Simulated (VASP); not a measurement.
Wanted: the native input for a VASP 6.6.1 run.

| Item | Value |
| --- | --- |
| Task | relaxation of cell and atoms |
| Functional | PBE |
| Potentials or basis | VASP PAW PBE potentials, release 64 (Sn_d) |
| Cutoff | 600 eV |
| k mesh | 13 × 13 × 7 |
| Occupations | fermi-dirac, width 0.05 eV |
| Spin | no spin polarisation |
| Target pressure | 1.4 GPa |
| Dipole correction | no |
| Further INCAR settings | ALGO = Normal; EDIFF = 1e-06; IBRION = 2; EDIFFG = -0.005; NSW = 60; ISIF = 3 |

The structure of Sn lies in POSCAR:

```
Sn
1.0
    3.3709336549      0.0000000000      0.0000000000
   -1.6854668275      2.9193141796      0.0000000000
    0.0000000000      0.0000000000      5.4609125210
Sn
2
Direct
    0.3333333333      0.6666666667      0.2500000000
    0.6666666667      0.3333333333      0.7500000000
```

This isn't the form of Sn at room conditions, which is tetragonal (white tin).

The input as run:

INCAR

```
SYSTEM = Sn
  PREC = Accurate
  ENCUT = 600
  EDIFF = 1E-6
  ISMEAR = -1
  SIGMA = 0.05
  LREAL = .False.
  LASPH = .True.
  NELM = 100
  ALGO = Normal
  ISIF = 3
  LWAVE = .False.
  LCHARG = .False.
  GGA = PE
  IBRION = 2
  NSW = 60
  EDIFFG = -0.005
  PSTRESS = 14.0
```

KPOINTS

```
Automatic mesh
0
Gamma
  13 13 7
  0 0 0
```

Potentials or basis: VASP PAW PBE potentials, release 64 (Sn_d).

The run is started by

```sh
$ cat potpaw_PBE.64/Sn_d/POTCAR > POTCAR
$ mpirun -np 1 vasp_std > vasp.out
```

Results of the run:

| Property | Result |
| --- | --- |
| Relaxed volume | 26.99 Å³/atom |
| Relaxed cell | a = 3.401 Å, b = 3.401 Å, c = 5.387 Å, α = 90.00°, β = 90.00°, γ = 120.00° |
| Space group after relaxing (to 0.1 Å) | P6_3/mmc (No. 194) |
| Energy change on relaxing (the run minimises the enthalpy) | -2.1 meV/atom |
| Ionic steps | 12 |
| Pressure after relaxing | 1.4 GPa |
| Band gap on the k mesh | zero (bands 14 and 15 overlap by 7.50 eV) |

Caveat: the cell is relaxed towards a set pressure, so the run minimises the enthalpy, not the energy; spin-orbit coupling is left out, which moves the levels of the heavy elements.

It took 18 min on 1 thread of Intel Xeon 8259CL, on a shared host, peak memory 0.25 GiB.
